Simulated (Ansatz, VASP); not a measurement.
**Two plane-wave programs on MgS**

File INCAR:

```
PREC     = Accurate       # precision mode
ENCUT    = 520            # plane-wave cutoff, eV
EDIFF    = 1E-6           # SCF threshold, eV
ISMEAR   = 0              # smearing method
SIGMA    = 0.02           # smearing width, eV
LREAL    = False          # projectors in reciprocal space
LASPH    = True           # aspherical terms in the spheres
NELM     = 80             # most SCF steps
ALGO     = Normal         # electronic algorithm
ISIF     = 2              # what is computed and relaxed
LWAVE    = False          # write WAVECAR
LCHARG   = False          # write CHGCAR
GGA      = PE             # functional
NBANDS   = 11             # bands
```

KPOINTS

```
regular mesh
0
Gamma
  8 8 8
```

POSCAR

```
MgS
1.0
    0.0000000000      2.6796995000      2.6796995000
    2.6796995000      0.0000000000      2.6796995000
    2.6796995000      2.6796995000      0.0000000000
Mg S
1 1
Direct
    0.0000000000      0.0000000000      0.0000000000
    0.5000000000      0.5000000000      0.5000000000
```

Input for Ansatz:

```yaml
crystal:
  lattice:
    - [0.0, 2.6796995, 2.6796995]
    - [2.6796995, 0.0, 2.6796995]
    - [2.6796995, 2.6796995, 0.0]
  atoms:
    - { symbol: Mg, position: [0.0, 0.0, 0.0] }
    - { symbol: S, position: [0.5, 0.5, 0.5] }
basis:
  ecutwfc: 420
kpoints:
  mp_grid: { grid: [8, 8, 8] }
hamiltonian:
  xc: pbe
scf:
  occupations: { method: gaussian, width: 0.02 }
output:
  forces: true
  stress: true
  eigenvalues: true
```

Alike in both runs: task single point; functional PBE; k mesh 8 × 8 × 8; occupations gaussian, width 0.02 eV; no spin polarisation.

```csv
,VASP,Ansatz
version,VASP 6.6.1,Ansatz 0.2.0
potentials or method,"VASP PAW PBE potentials, release 64 (Mg, S), cutoff 520 eV","scalar-relativistic, plane waves, PAW"
valence electrons in the cell,8,16
```

|  | VASP | Ansatz | Ansatz less VASP |
| --- | --- | --- | --- |
| gap on the k mesh at the Fermi level (eV) | 2.58 | 2.60 | +0.019 |
| least direct gap on the mesh (eV) | 3.05 | 3.06 | +0.014 |
| pressure (GPa) | -4.9 | -4.7 | +0.26 |

VASP's potentials hold 8 valence electrons a cell and Ansatz's 16, so a difference there can come from the potentials and not from the codes.
